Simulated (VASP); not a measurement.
# SnO2 (R-3m) in VASP: single point with PBE

Aim: the single point of SnO2 with PBE.

All numbers are computed with VASP 6.6.1; they aren't measurements. Logs are shortened: lines on timing, memory, paths and dates and some standing lists are left out, and cuts for length are marked.

### Step 1. The cell of the first run

The structure is trigonal, space group R-3m (No. 166). The conventional cell has a = 3.124 Å, b = 3.124 Å, c = 14.344 Å, α = 90.00°, β = 90.00°, γ = 120.00°. Sn (site symmetry -3m) has 6 O at 2.10 Å within 2.8 Å. O (site symmetry 3m) has 3 Sn at 2.10 Å and 3 O at 2.82 Å within 2.9 Å.

### Step 2. Single point, PBE (strained)

The input, INCAR:

```
  ALGO = Normal
  EDIFF = 1E-6
  ENCUT = 1340
  GGA = PE
  GGA_COMPAT = False
  ISIF = 2
  ISMEAR = 0
  LASPH = True
  LCHARG = False
  LREAL = False
  LWAVE = False
  NBANDS = 20
  NELM = 120
  PREC = Accurate
  SIGMA = 0.02
```

The input, KPOINTS:

```
k-points
0
Gamma
  12 12 12
```

The input, POSCAR:

```
SnO2
1.0
    1.5621442525      0.9019044047      4.7814862255
   -1.5621442525      0.9019044047      4.7814862255
    0.0000000000     -1.8038088094      4.7814862255
Sn O
1 2
Direct
    0.5000000000      0.5000000000      0.5000000000
    0.2422724737      0.2422724737      0.2422724737
    0.7577275263      0.7577275263      0.7577275263
```

Potentials or basis: VASP PAW PBE potentials, release 64 (Sn_d, O_h).

Started as:

```sh
$ cat potpaw_PBE.64/Sn_d/POTCAR potpaw_PBE.64/O_h/POTCAR > POTCAR
$ mpirun -np 1 vasp_std > vasp.out
```

OUTCAR:

```text
EDIFF = 1E-6
   ENCUT = 1340
   GGA = PE
   ISIF = 2
   ISMEAR = 0
   LASPH = True
   LREAL = False
   NELM = 120
   PREC = Accurate

 ion  position               nearest neighbor table
   1  0.500  0.500  0.500-   2 2.10   2 2.10   3 2.10   3 2.10   2 2.10   3 2.10
   2  0.242  0.242  0.242-   1 2.10   1 2.10   1 2.10
   3  0.758  0.758  0.758-   1 2.10   1 2.10   1 2.10

  LATTYP: Found a trigonal (rhomboedric) cell.
 ALAT       =     5.1104145375
 COS(alpha) =     0.8131212130

  Lattice vectors:

 A1 = (   1.5621442525,   0.9019044047,   4.7814862255)
 A2 = (  -1.5621442525,   0.9019044047,   4.7814862255)
 A3 = (   0.0000000000,  -1.8038088094,   4.7814862255)

Analysis of symmetry for initial positions (statically):
=====================================================================
 Subroutine PRICEL returns:
 Original cell was already a primitive cell.

 Routine SETGRP: Setting up the symmetry group for a
 trigonal (rhombohedral) supercell.

 Subroutine GETGRP returns: Found 12 space group operations
 (whereof 12 operations were pure point group operations)
 out of a pool of 12 trial point group operations.

The static configuration has the point symmetry D_3d.

Analysis of symmetry for dynamics (positions and initial velocities):
=====================================================================
 Subroutine PRICEL returns:
 Original cell was already a primitive cell.

 Routine SETGRP: Setting up the symmetry group for a
 trigonal (rhombohedral) supercell.

 Subroutine GETGRP returns: Found 12 space group operations
 (whereof 12 operations were pure point group operations)
 out of a pool of 12 trial point group operations.

The dynamic configuration has the point symmetry D_3d.

 Subroutine INISYM returns: Found 12 space group operations
 (whereof 12 operations are pure point group operations),
 and found     1 'primitive' translations

----------------------------------------------------------------------------------------

                                     Primitive cell

  volume of cell :      40.4200

  direct lattice vectors                    reciprocal lattice vectors
[... 83 lines left out ...]
   ISPIN  =      1    spin polarized calculation?
   LNONCOLLINEAR =      F non collinear calculations
   LSORBIT =      F    spin-orbit coupling
   LASPH  =      T    aspherical Exc in radial PAW
   ENCUT  = 1340.0 eV  98.49 Ry    9.92 a.u.  15.25 15.25 15.25*2*pi/ulx,y,z
   NELM   =    120;   NELMIN=  2; NELMDL= -5     # of ELM steps
   EDIFF  = 0.1E-05   stopping-criterion for ELM
   LREAL  =      F    real-space projection
   EDIFFG = 0.1E-04   stopping-criterion for IOM
   NSW    =      0    number of steps for IOM
   IBRION =     -1    ionic relax: 0-MD 1-quasi-New 2-CG
   NFREE  =      0    steps in history (QN), initial steepest desc. (CG)
   ISIF   =      2    stress and relaxation
   ISYM   =      2    0-nonsym 1-usesym 2-fastsym
   POTIM  = 0.5000    time-step for ionic-motion
   TEBEG  =    0.0;   TEEND  =   0.0 temperature during run
   PSTRESS=    0.0 pullay stress
   NELECT =      26.0000    total number of electrons
   NUPDOWN=      -1.0000    fix difference up-down
   EMIN   =  10.00;   EMAX   =-10.00  energy-range for DOS
   EFERMI =   0.00;   METHOD = LEGACY
   ISMEAR =     0;   SIGMA  =   0.02  broadening in eV -4-tet -1-fermi 0-gaus
   EFERMI_NEDOS =   21; number of points for ismear=-14 and -15
   IALGO  =     38    algorithm
   IMIX   =      4    mixing-type and parameters
     AMIX     =   0.40;   BMIX     =  1.00
     AMIX_MAG =   1.60;   BMIX_MAG =  1.00
  volume/ion in A,a.u.               =      13.47        90.92
  Fermi-wavevector in a.u.,A,eV,Ry     =   1.413190  2.670543 27.172292  1.997107
  Thomas-Fermi vector in A             =   2.534861
   LORBIT       =      0    0 simple, 1 ext, 2 COOP (PROOUT), +10 PAW based schemes
   GGA     = PE    functional components
   LHFCALC =     F    Hartree Fock is set to
   AEXX    =    0.0000 exact exchange contribution
   IVDW    =     0    specifies the selected vdW correction
   LEPSILON=     F    determine dielectric tensor
   LRPA    =     F    only Hartree local field effects (RPA)
 non-spin polarized calculation
 Gauss-broadening in eV      SIGMA  =   0.02
  energy-cutoff  :     1340.00
  volume of cell :       40.42
 maximum number of plane-waves:      4540
 NGX is ok and might be reduce to    64
   NGX = 31   NGY = 31   NGZ = 31

 number of electron      26.0000001 magnetization

 Free energy of the ion-electron system (eV)
  ---------------------------------------------------
  ext. energy  EPLUGINS =         0.00000000
  ---------------------------------------------------
  free energy    TOTEN  =       -18.09554509 eV

  energy without entropy =      -18.09554509  energy(sigma->0) =      -18.09554509

 E-fermi :   4.4953     XC(G=0): -10.4215

 val. band max:        4.3435340377   @ k =   0.5000   0.5000  -0.0000
 cond. band min:       6.7130416294   @ k =   0.0000   0.0000   0.0000
 fundamental gap:      2.3695075917
 Fermi energy:         4.4952827935

 k-point     1 :       0.0000    0.0000    0.0000
  band No.  band energies     occupation
      1     -15.5700      2.00000
      2     -15.4051      2.00000
      3     -15.4051      2.00000
      4     -15.1474      2.00000
      5     -15.1474      2.00000
      6     -13.8161      2.00000
[... 541 lines left out ...]
     19      17.9628      0.00000
     20      19.5328      0.00000

 [... further k-points ...]

------------------------ aborting loop because EDIFF is reached ----------------------------------------

  FORCE on cell =-STRESS in cart. coord.  units (eV):
  Direction    XX          YY          ZZ          XY          YZ          ZX
  --------------------------------------------------------------------------------------
  -------------------------------------------------------------------------------------
  Total        2.9384506      2.9384506     -0.5444305      0.0000000     -0.0000000      0.0000000
  in kB      116.4751210    116.4751210    -21.5802886      0.0000000     -0.0000000      0.0000000
  external PRESSURE =      70.4566511 kB  Pullay stress =       0.0000000 kB

 VOLUME and BASIS-vectors are now :
 -----------------------------------------------------------------------------
  energy-cutoff  :     1340.00
  volume of cell :       40.42
      direct lattice vectors                 reciprocal lattice vectors
     1.562144252  0.901904405  4.781486226     0.320072874  0.184794160  0.069713331
    -1.562144252  0.901904405  4.781486226    -0.320072874  0.184794160  0.069713331
     0.000000000 -1.803808809  4.781486226     0.000000000 -0.369588320  0.069713331

 POSITION                                       TOTAL-FORCE (eV/Angst)
 -----------------------------------------------------------------------------------
      0.00000      0.00000      7.17223        -0.000000     -0.000000     -0.000000
      0.00000      0.00000      3.47527         0.000000     -0.000000     -0.410391
      0.00000      0.00000     10.86919         0.000000      0.000000      0.410391
 -----------------------------------------------------------------------------------
    total drift:                                0.000000      0.000000     -0.000000

  FREE ENERGIE OF THE ION-ELECTRON SYSTEM (eV)
  ---------------------------------------------------
  free  energy   TOTEN  =       -18.0955450940 eV

  energy  without entropy=      -18.0955450940  energy(sigma->0) =      -18.09554509
```

OSZICAR:

```text
N       E                     dE             d eps       ncg     rms          rms(c)
DAV:   1     0.408462024667E+03    0.40846E+03   -0.23037E+04  7732   0.354E+03
DAV:   2     0.509901059071E+02   -0.35747E+03   -0.33906E+03  8252   0.774E+02
DAV:   3    -0.166561925393E+02   -0.67646E+02   -0.65482E+02  9112   0.216E+02
DAV:   4    -0.207834273216E+02   -0.41272E+01   -0.40954E+01  8864   0.552E+01
DAV:   5    -0.208721501756E+02   -0.88723E-01   -0.88698E-01  8444   0.833E+00    0.107E+01
DAV:   6    -0.181082988772E+02    0.27639E+01   -0.10532E+01 11904   0.552E+01    0.453E+00
DAV:   7    -0.181127576534E+02   -0.44588E-02   -0.65547E-01  7720   0.679E+00    0.218E+00
DAV:   8    -0.180961866735E+02    0.16571E-01   -0.67325E-02  8420   0.286E+00    0.518E-01
DAV:   9    -0.180950182248E+02    0.11684E-02   -0.86509E-03 10956   0.148E+00    0.971E-02
DAV:  10    -0.180955241818E+02   -0.50596E-03   -0.20438E-03  8104   0.353E-01    0.377E-02
DAV:  11    -0.180955412910E+02   -0.17109E-04   -0.41108E-05 10492   0.650E-02    0.218E-02
DAV:  12    -0.180955451245E+02   -0.38336E-05   -0.12920E-05  8052   0.309E-02    0.418E-03
DAV:  13    -0.180955450940E+02    0.30554E-07   -0.74347E-07  6824   0.800E-03
   1 F= -.18095545E+02 E0= -.18095545E+02  d E =-.195109E-29
```

Wall time 25 min (1 thread of Intel Xeon Platinum 8259CL at 2.50GHz (Skylake/Cascade Lake), shared host); peak memory 0.98 GiB.

Results:

```yaml
Free_energy: -18.0955 eV
Pressure: 7.0 GPa
Largest_force: 0.410 eV/Å
Band_gap_on_the_k_mesh: 2.37 eV (least direct gap 2.46 eV)
```

Forces on the atoms (eV/Å):
```
Sn   0.000  0.000  0.000
O    0.000  0.000 -0.410
O    0.000  0.000  0.410
```

Stress tensor (GPa, compression positive):
```
11.65  0.00  0.00
 0.00 11.65  0.00
 0.00  0.00 -2.16
```

Caveat: the cell differs from its parent crystal (strained); the stress differs along the axes, from -2 to 12 GPa; spin-orbit coupling is left out, which moves the levels of the heavy elements. A k mesh can miss the band edges.
